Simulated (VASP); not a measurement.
Here is a VASP 6.6.1 calculation.

INCAR

```
SYSTEM = Se
ALGO     = Normal         ! electronic algorithm
EDIFF    = 1E-8           ! SCF threshold, eV
ENCUT    = 520            ! plane-wave cutoff, eV
ISIF     = 2              ! what is computed and relaxed
ISMEAR   = -1             ! smearing method
LASPH    = .TRUE.         ! aspherical terms in the spheres
LCHARG   = .FALSE.        ! write CHGCAR
LEFG     = .TRUE.       
LREAL    = .FALSE.        ! projectors in reciprocal space
LWAVE    = .FALSE.        ! write WAVECAR
NBANDS   = 16             ! bands
NELM     = 100            ! most SCF steps
PREC     = Accurate       ! precision mode
SIGMA    = 0.03           ! smearing width, eV
```

KPOINTS

```
k-points
0
G
  6 6 5
  0 0 0
```

Contents of POSCAR:

```
Se
1.0
    4.3661999489     -0.0436619995     -0.0436619995
   -2.2209123752      3.8030710735     -0.0159814010
   -0.0495360000     -0.0495360000      4.9536000000
Se
3
Direct
    0.2254000000      0.0000000000      0.3333333333
    0.0000000000      0.2254000000      0.6666666667
    0.7746000000      0.7746000000      0.0000000000
```

Potentials or basis: VASP PAW LDA potentials, release 64 (Se).

Command:

```bash
$ cat potpaw_LDA.64/Se/POTCAR > POTCAR
$ mpirun -np 1 vasp_std > vasp.out
```

Predict the band gap on the k mesh.

1.05 eV (least direct gap 1.38 eV).

Estimate the pressure.

-0.9 GPa.

Estimate the largest force.

0.556 eV/Å.

Electric field gradients, principal values (V/Å²):
```tsv
atom	least	middle	greatest (by size)
1 Se	157.118	325.328	-482.446
2 Se	174.246	334.881	-509.127
3 Se	159.462	327.444	-486.907
```

Caveat: the cell differs from its parent crystal (equal xy, yz and zx shear strains of -2 %); without QUAD_EFG the Cq values of the log hold for a quadrupole moment of 1 mb, not for the nuclei. A k mesh can miss the band edges.
